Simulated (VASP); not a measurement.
# Rh (Pm-3n) in VASP: a series of runs

Rh is run at these levels: revPBE; tasks: single point.

Program: VASP 6.6.1. These are calculated values, not measurements. Logs are shortened: lines on timing, memory, paths and dates and some standing lists are left out, and cuts for length are marked.

## (1) The cell of the first run

It takes space group Pm-3n (No. 223, cubic). Conventional cell: a = 4.908 Å, b = 4.908 Å, c = 4.908 Å, α = 90.00°, β = 90.00°, γ = 90.00°. Rh (site symmetry m-3) has 12 Rh at 2.74 Å within 3.6 Å. Within 3.2 Å of Rh (site symmetry -4m2) lie 14 Rh at 2.45 to 3.01 Å.

## (2) Single point, revPBE

Contents of INCAR:

```
PREC = Accurate
ENCUT = 520
EDIFF = 1E-6
ISMEAR = -1
SIGMA = 0.1
LREAL = False
LASPH = True
NELM = 100
ALGO = Normal
ISIF = 2
LWAVE = False
LCHARG = True
GGA = RE
LELF = True
LVHAR = True
NBANDS = 70
```

Contents of KPOINTS:

```
regular mesh
0
Gamma
  6 6 6
```

Contents of POSCAR:

```
Rh
1.0
    4.9083765070      0.0000000000      0.0000000000
    0.0000000000      4.9083765070      0.0000000000
    0.0000000000      0.0000000000      4.9083765070
Rh
8
Direct
    0.0000000000      0.0000000000      1.0000000000
    0.5000000000      0.5000000000      0.5000000000
    0.2500000000      1.0000000000      0.5000000000
    0.7500000000      0.0000000000      0.5000000000
    0.5000000000      0.2500000000      0.0000000000
    0.5000000000      0.7500000000      0.0000000000
    1.0000000000      0.5000000000      0.2500000000
    1.0000000000      0.5000000000      0.7500000000
```

Potentials or basis: VASP PAW PBE potentials, release 64 (Rh_pv).

Started as:

```bash
$ cat potpaw_PBE.64/Rh_pv/POTCAR > POTCAR
$ mpirun -np 1 vasp_std > vasp.out
```

OUTCAR:

```text
PREC = Accurate
   ENCUT = 520
   EDIFF = 1E-6
   ISMEAR = -1
   LREAL = False
   LASPH = True
   NELM = 100
   ISIF = 2
   GGA = RE

 ion  position               nearest neighbor table
   1  0.000  0.000  0.000-   3 2.74   4 2.74   5 2.74   6 2.74   7 2.74   8 2.74   3 2.74   4 2.74
                             7 2.74   8 2.74   5 2.74   6 2.74
   2  0.500  0.500  0.500-   3 2.74   4 2.74   5 2.74   6 2.74   7 2.74   8 2.74   5 2.74   6 2.74
                             3 2.74   4 2.74   7 2.74   8 2.74
   3  0.250  0.000  0.500-   4 2.45   4 2.45   1 2.74   1 2.74   2 2.74   2 2.74   8 3.01   5 3.01
                             5 3.01   6 3.01   6 3.01   7 3.01   8 3.01   7 3.01
   4  0.750  0.000  0.500-   3 2.45   3 2.45   1 2.74   1 2.74   2 2.74   2 2.74   8 3.01   5 3.01
                             5 3.01   6 3.01   6 3.01   7 3.01   8 3.01   7 3.01
   5  0.500  0.250  0.000-   6 2.45   6 2.45   1 2.74   2 2.74   2 2.74   1 2.74   8 3.01   4 3.01
                             3 3.01   4 3.01   3 3.01   7 3.01   7 3.01   8 3.01
   6  0.500  0.750  0.000-   5 2.45   5 2.45   1 2.74   2 2.74   2 2.74   1 2.74   8 3.01   4 3.01
                             3 3.01   4 3.01   3 3.01   7 3.01   7 3.01   8 3.01
   7  0.000  0.500  0.250-   8 2.45   8 2.45   1 2.74   2 2.74   1 2.74   2 2.74   3 3.01   4 3.01
                             5 3.01   3 3.01   4 3.01   6 3.01   5 3.01   6 3.01
   8  0.000  0.500  0.750-   7 2.45   7 2.45   1 2.74   2 2.74   1 2.74   2 2.74   3 3.01   4 3.01
                             5 3.01   3 3.01   4 3.01   6 3.01   5 3.01   6 3.01

  LATTYP: Found a simple cubic cell.
 ALAT       =     4.9083765070

  Lattice vectors:

 A1 = (   4.9083765070,   0.0000000000,   0.0000000000)
 A2 = (   0.0000000000,   4.9083765070,   0.0000000000)
 A3 = (   0.0000000000,   0.0000000000,   4.9083765070)

Analysis of symmetry for initial positions (statically):
=====================================================================
 Subroutine PRICEL returns:
 Original cell was already a primitive cell.

 Routine SETGRP: Setting up the symmetry group for a
 simple cubic supercell.

 Subroutine GETGRP returns: Found 48 space group operations
 (whereof 24 operations were pure point group operations)
 out of a pool of 48 trial point group operations.

The static configuration has the point symmetry T_h .
 The point group associated with its full space group is O_h .

Analysis of symmetry for dynamics (positions and initial velocities):
=====================================================================
 Subroutine PRICEL returns:
 Original cell was already a primitive cell.

[... 122 lines left out ...]
   ISYM   =      2    0-nonsym 1-usesym 2-fastsym
   POTIM  = 0.5000    time-step for ionic-motion
   TEBEG  =    0.0;   TEEND  =   0.0 temperature during run
   PSTRESS=    0.0 pullay stress
   NELECT =     120.0000    total number of electrons
   NUPDOWN=      -1.0000    fix difference up-down
   EMIN   =  10.00;   EMAX   =-10.00  energy-range for DOS
   EFERMI =   0.00;   METHOD = LEGACY
   ISMEAR =    -1;   SIGMA  =   0.10  broadening in eV -4-tet -1-fermi 0-gaus
   EFERMI_NEDOS =   21; number of points for ismear=-14 and -15
   IALGO  =     38    algorithm
   IMIX   =      4    mixing-type and parameters
     AMIX     =   0.40;   BMIX     =  1.00
     AMIX_MAG =   1.60;   BMIX_MAG =  1.00
  volume/ion in A,a.u.               =      14.78        99.75
  Fermi-wavevector in a.u.,A,eV,Ry     =   1.645119  3.108825 36.823042  2.706417
  Thomas-Fermi vector in A             =   2.734970
   LORBIT       =      0    0 simple, 1 ext, 2 COOP (PROOUT), +10 PAW based schemes
   GGA     = RE    functional components
   LHFCALC =     F    Hartree Fock is set to
   AEXX    =    0.0000 exact exchange contribution
   IVDW    =     0    specifies the selected vdW correction
   LEPSILON=     F    determine dielectric tensor
   LRPA    =     F    only Hartree local field effects (RPA)
 non-spin polarized calculation
  energy-cutoff  :      520.00
  volume of cell :      118.25
 maximum number of plane-waves:      3218
 NGX is ok and might be reduce to    40
   NGX = 19   NGY = 19   NGZ = 19

 number of electron     120.0000032 magnetization

 Free energy of the ion-electron system (eV)
  ---------------------------------------------------
  ext. energy  EPLUGINS =         0.00000000
  ---------------------------------------------------
  free energy    TOTEN  =       -51.99134112 eV

  energy without entropy =      -51.45076114  energy(sigma->0) =      -51.72105113

 E-fermi :  10.7111     XC(G=0): -13.4705

 val. band max:       10.7038040914   @ k =   0.3333   0.3333   0.0000
 cond. band min:      10.7213168521   @ k =   0.3333   0.3333   0.0000
 fundamental gap:      0.0175127607
 Fermi energy:        10.7110966321

 k-point     1 :       0.0000    0.0000    0.0000
  band No.  band energies     occupation
      1     -36.4381      2.00000
      2     -36.4381      2.00000
      3     -36.3757      2.00000
      4     -35.9564      2.00000
      5     -35.9564      2.00000
      6     -35.9564      2.00000
[... 1449 lines left out ...]
     69      12.2517      0.00000
     70      12.2517      0.00000

------------------------ aborting loop because EDIFF is reached ----------------------------------------

  FORCE on cell =-STRESS in cart. coord.  units (eV):
  Direction    XX          YY          ZZ          XY          YZ          ZX
  --------------------------------------------------------------------------------------
  -------------------------------------------------------------------------------------
  Total        0.0534547      0.0534547      0.0534547      0.0000000      0.0000000      0.0000000
  in kB        0.7242408      0.7242408      0.7242408      0.0000000      0.0000000      0.0000000
  external PRESSURE =       0.7242408 kB  Pullay stress =       0.0000000 kB

 VOLUME and BASIS-vectors are now :
 -----------------------------------------------------------------------------
  energy-cutoff  :      520.00
  volume of cell :      118.25
      direct lattice vectors                 reciprocal lattice vectors
     4.908376507  0.000000000  0.000000000     0.203733352  0.000000000  0.000000000
     0.000000000  4.908376507  0.000000000     0.000000000  0.203733352  0.000000000
     0.000000000  0.000000000  4.908376507     0.000000000  0.000000000  0.203733352

 POSITION                                       TOTAL-FORCE (eV/Angst)
 -----------------------------------------------------------------------------------
      0.00000      0.00000      0.00000         0.000000     -0.000000     -0.000000
      2.45419      2.45419      2.45419         0.000000     -0.000000     -0.000000
      1.22709      0.00000      2.45419        -0.000000      0.000000      0.000000
      3.68128      0.00000      2.45419         0.000000      0.000000      0.000000
      2.45419      1.22709      0.00000        -0.000000      0.000000      0.000000
      2.45419      3.68128      0.00000        -0.000000     -0.000000      0.000000
      0.00000      2.45419      1.22709        -0.000000     -0.000000      0.000000
      0.00000      2.45419      3.68128         0.000000     -0.000000     -0.000000
 -----------------------------------------------------------------------------------
    total drift:                               -0.000000     -0.000000      0.000000

  FREE ENERGIE OF THE ION-ELECTRON SYSTEM (eV)
  ---------------------------------------------------
  free  energy   TOTEN  =       -51.9913411207 eV

  energy  without entropy=      -51.4507611428  energy(sigma->0) =      -51.72105113
```

OSZICAR:

```text
N       E                     dE             d eps       ncg     rms          rms(c)
DAV:   1     0.166241641165E+04    0.16624E+04   -0.73645E+04  2912   0.197E+03
DAV:   2     0.189166857926E+02   -0.16435E+04   -0.16098E+04  2904   0.628E+02
DAV:   3    -0.530349376367E+02   -0.71952E+02   -0.66615E+02  3252   0.130E+02
DAV:   4    -0.551155747067E+02   -0.20806E+01   -0.20077E+01  3004   0.191E+01
DAV:   5    -0.551478344805E+02   -0.32260E-01   -0.32234E-01  3108   0.241E+00    0.252E+01
DAV:   6    -0.521718156943E+02    0.29760E+01   -0.11823E+01  2858   0.188E+01    0.103E+01
DAV:   7    -0.535546071755E+02   -0.13828E+01   -0.49668E+00  2982   0.183E+01    0.144E+01
DAV:   8    -0.520032612083E+02    0.15513E+01   -0.46988E+00  2962   0.109E+01    0.385E+00
DAV:   9    -0.519911875100E+02    0.12074E-01   -0.98303E-02  2962   0.203E+00    0.267E-01
DAV:  10    -0.519913016442E+02   -0.11413E-03   -0.20836E-03  3126   0.293E-01    0.110E-01
DAV:  11    -0.519913443208E+02   -0.42677E-04   -0.87195E-05  3126   0.547E-02    0.339E-02
DAV:  12    -0.519913419290E+02    0.23918E-05   -0.75595E-06  2554   0.191E-02    0.460E-03
DAV:  13    -0.519913411207E+02    0.80831E-06   -0.93893E-07  1502   0.728E-03
   1 F= -.51991341E+02 E0= -.51721051E+02  d E =-.540580E+00
```

stdout:

```text
POSCAR found type information on POSCAR Rh
 POSCAR found :  1 types and       8 ions
 scaLAPACK will be used
 -----------------------------------------------------------------------------
|                                                                             |
|                                                                             |
|     You enforced a specific xc type in the INCAR file but a different       |
|     I HOPE YOU KNOW WHAT YOU ARE DOING!                                     |
|                                                                             |
 -----------------------------------------------------------------------------

 LDA part: xc-table for (Slater+PW92), standard interpolation
 POSCAR, INCAR and KPOINTS ok, starting setup
 FFT: planning ... GRIDC
 FFT: planning ... GRID_SOFT
 FFT: planning ... GRID
 WAVECAR not read
 entering main loop
```

It took 65 s on 1 thread of Intel Xeon 6975P-C (Granite Rapids), shared host; peak memory 0.28 GiB.

Results:

| Property | Result |
| --- | --- |
| Free energy | -51.9913 eV |
| Pressure | 0.1 GPa |
| Band gap on the k mesh | zero (band 60 reaches 11.01 eV, above the bottom of band 61 at 10.60 eV) |

Caveat: the PAW data sets were made with another functional, which shifts forces and pressure a little.

## (3) Single point, revPBE

Contents of INCAR:

```
PREC = Accurate
ENCUT = 520
EDIFF = 1E-7
ISMEAR = -1
SIGMA = 0.1
LREAL = False
LASPH = True
NELM = 100
ALGO = Normal
ISIF = 2
LWAVE = False
LCHARG = False
GGA = RE
NBANDS = 70
```

Contents of KPOINTS:

```
Automatic mesh
0
Gamma
  7 7 7
```

POSCAR is that of step 2.

Potentials or basis: VASP PAW PBE potentials, release 64 (Rh_pv).

Started as:

```bash
$ cat potpaw_PBE.64/Rh_pv/POTCAR > POTCAR
$ mpirun -np 1 vasp_std > vasp.out
```

OUTCAR:

```text
PREC = Accurate
   ENCUT = 520
   EDIFF = 1E-7
   ISMEAR = -1
   LREAL = False
   LASPH = True
   NELM = 100
   ISIF = 2
   GGA = RE

 ion  position               nearest neighbor table
   1  0.000  0.000  0.000-   3 2.74   4 2.74   5 2.74   6 2.74   7 2.74   8 2.74   3 2.74   4 2.74
                             7 2.74   8 2.74   5 2.74   6 2.74
   2  0.500  0.500  0.500-   3 2.74   4 2.74   5 2.74   6 2.74   7 2.74   8 2.74   5 2.74   6 2.74
                             3 2.74   4 2.74   7 2.74   8 2.74
   3  0.250  0.000  0.500-   4 2.45   4 2.45   1 2.74   1 2.74   2 2.74   2 2.74   8 3.01   5 3.01
                             5 3.01   6 3.01   6 3.01   7 3.01   8 3.01   7 3.01
   4  0.750  0.000  0.500-   3 2.45   3 2.45   1 2.74   1 2.74   2 2.74   2 2.74   8 3.01   5 3.01
                             5 3.01   6 3.01   6 3.01   7 3.01   8 3.01   7 3.01
   5  0.500  0.250  0.000-   6 2.45   6 2.45   1 2.74   2 2.74   2 2.74   1 2.74   8 3.01   4 3.01
                             3 3.01   4 3.01   3 3.01   7 3.01   7 3.01   8 3.01
   6  0.500  0.750  0.000-   5 2.45   5 2.45   1 2.74   2 2.74   2 2.74   1 2.74   8 3.01   4 3.01
                             3 3.01   4 3.01   3 3.01   7 3.01   7 3.01   8 3.01
   7  0.000  0.500  0.250-   8 2.45   8 2.45   1 2.74   2 2.74   1 2.74   2 2.74   3 3.01   4 3.01
                             5 3.01   3 3.01   4 3.01   6 3.01   5 3.01   6 3.01
   8  0.000  0.500  0.750-   7 2.45   7 2.45   1 2.74   2 2.74   1 2.74   2 2.74   3 3.01   4 3.01
                             5 3.01   3 3.01   4 3.01   6 3.01   5 3.01   6 3.01

  LATTYP: Found a simple cubic cell.
 ALAT       =     4.9083765070

  Lattice vectors:

 A1 = (   4.9083765070,   0.0000000000,   0.0000000000)
 A2 = (   0.0000000000,   4.9083765070,   0.0000000000)
 A3 = (   0.0000000000,   0.0000000000,   4.9083765070)

Analysis of symmetry for initial positions (statically):
=====================================================================
 Subroutine PRICEL returns:
 Original cell was already a primitive cell.

 Routine SETGRP: Setting up the symmetry group for a
 simple cubic supercell.

 Subroutine GETGRP returns: Found 48 space group operations
[... 153 lines left out ...]
   AEXX    =    0.0000 exact exchange contribution
   IVDW    =     0    specifies the selected vdW correction
   LEPSILON=     F    determine dielectric tensor
   LRPA    =     F    only Hartree local field effects (RPA)
 non-spin polarized calculation
  energy-cutoff  :      520.00
  volume of cell :      118.25
 maximum number of plane-waves:      3196
 NGX is ok and might be reduce to    40
   NGX = 19   NGY = 19   NGZ = 19

 number of electron     120.0000032 magnetization

 Free energy of the ion-electron system (eV)
  ---------------------------------------------------
  ext. energy  EPLUGINS =         0.00000000
  ---------------------------------------------------
  free energy    TOTEN  =       -51.97610071 eV

  energy without entropy =      -51.42085595  energy(sigma->0) =      -51.69847833

 E-fermi :  10.7154     XC(G=0): -13.4704

 val. band max:       10.7114198278   @ k =   0.4286   0.1429   0.1429
 cond. band min:      10.7154422705   @ k =   0.4286   0.4286   0.1429
 fundamental gap:      0.0040224427
 Fermi energy:        10.7154316456

 k-point     1 :       0.0000    0.0000    0.0000
  band No.  band energies     occupation
      1     -36.4370      2.00000
      2     -36.4370      2.00000
      3     -36.3745      2.00000
      4     -35.9602      2.00000
      5     -35.9602      2.00000
      6     -35.9602      2.00000
[... 1449 lines left out ...]
     69      12.9152      0.00000
     70      12.9152      0.00000

------------------------ aborting loop because EDIFF is reached ----------------------------------------

  FORCE on cell =-STRESS in cart. coord.  units (eV):
  Direction    XX          YY          ZZ          XY          YZ          ZX
  --------------------------------------------------------------------------------------
  -------------------------------------------------------------------------------------
  Total        0.0806572      0.0806572      0.0806572      0.0000000      0.0000000      0.0000000
  in kB        1.0927979      1.0927979      1.0927979      0.0000000      0.0000000      0.0000000
  external PRESSURE =       1.0927979 kB  Pullay stress =       0.0000000 kB

 VOLUME and BASIS-vectors are now :
 -----------------------------------------------------------------------------
  energy-cutoff  :      520.00
  volume of cell :      118.25
      direct lattice vectors                 reciprocal lattice vectors
     4.908376507  0.000000000  0.000000000     0.203733352  0.000000000  0.000000000
     0.000000000  4.908376507  0.000000000     0.000000000  0.203733352  0.000000000
     0.000000000  0.000000000  4.908376507     0.000000000  0.000000000  0.203733352

 POSITION                                       TOTAL-FORCE (eV/Angst)
 -----------------------------------------------------------------------------------
      0.00000      0.00000      0.00000        -0.000000      0.000000      0.000000
      2.45419      2.45419      2.45419        -0.000000      0.000000      0.000000
      1.22709      0.00000      2.45419        -0.000000      0.000000      0.000000
      3.68128      0.00000      2.45419         0.000000     -0.000000     -0.000000
      2.45419      1.22709      0.00000         0.000000     -0.000000      0.000000
      2.45419      3.68128      0.00000        -0.000000      0.000000     -0.000000
      0.00000      2.45419      1.22709         0.000000     -0.000000      0.000000
      0.00000      2.45419      3.68128        -0.000000      0.000000      0.000000
 -----------------------------------------------------------------------------------
    total drift:                               -0.000000     -0.000000      0.000000

  FREE ENERGIE OF THE ION-ELECTRON SYSTEM (eV)
  ---------------------------------------------------
  free  energy   TOTEN  =       -51.9761007099 eV

  energy  without entropy=      -51.4208559537  energy(sigma->0) =      -51.69847833
```

OSZICAR:

```text
N       E                     dE             d eps       ncg     rms          rms(c)
DAV:   1     0.167642162635E+04    0.16764E+04   -0.73482E+04  2920   0.198E+03
DAV:   2     0.216045026959E+02   -0.16548E+04   -0.16222E+04  2890   0.631E+02
DAV:   3    -0.529395938561E+02   -0.74544E+02   -0.69097E+02  3284   0.131E+02
DAV:   4    -0.550970890344E+02   -0.21575E+01   -0.20904E+01  3040   0.195E+01
DAV:   5    -0.551328030733E+02   -0.35714E-01   -0.35661E-01  3056   0.247E+00    0.252E+01
DAV:   6    -0.521807743262E+02    0.29520E+01   -0.11838E+01  2844   0.191E+01    0.105E+01
DAV:   7    -0.538796671773E+02   -0.16989E+01   -0.63227E+00  2960   0.201E+01    0.157E+01
DAV:   8    -0.519852680739E+02    0.18944E+01   -0.61376E+00  2896   0.117E+01    0.380E+00
DAV:   9    -0.519758328915E+02    0.94352E-02   -0.10792E-01  2958   0.209E+00    0.350E-01
DAV:  10    -0.519760654414E+02   -0.23255E-03   -0.24561E-03  3118   0.315E-01    0.105E-01
DAV:  11    -0.519761037277E+02   -0.38286E-04   -0.91252E-05  3114   0.554E-02    0.312E-02
DAV:  12    -0.519761014666E+02    0.22610E-05   -0.61023E-06  2988   0.150E-02    0.423E-03
DAV:  13    -0.519761013011E+02    0.16551E-06   -0.34327E-07  2072   0.361E-03    0.129E-03
DAV:  14    -0.519761007883E+02    0.51286E-06   -0.55676E-08  1490   0.149E-03    0.486E-04
DAV:  15    -0.519761007099E+02    0.78326E-07   -0.12503E-08  1490   0.769E-04
   1 F= -.51976101E+02 E0= -.51698478E+02  d E =-.555245E+00
```

Run time: 74 s. Hardware: 1 thread of Intel Xeon 6975P-C (Granite Rapids), shared host; peak memory 0.3 GiB.

What came out:

```yaml
Free_energy: -51.9761 eV
Pressure: 0.1 GPa
Band_gap_on_the_k_mesh: zero (band 60 reaches 10.99 eV, above the bottom of band 61 at 10.64 eV)
```

Caveat: the PAW data sets were made with another functional, which shifts forces and pressure a little.
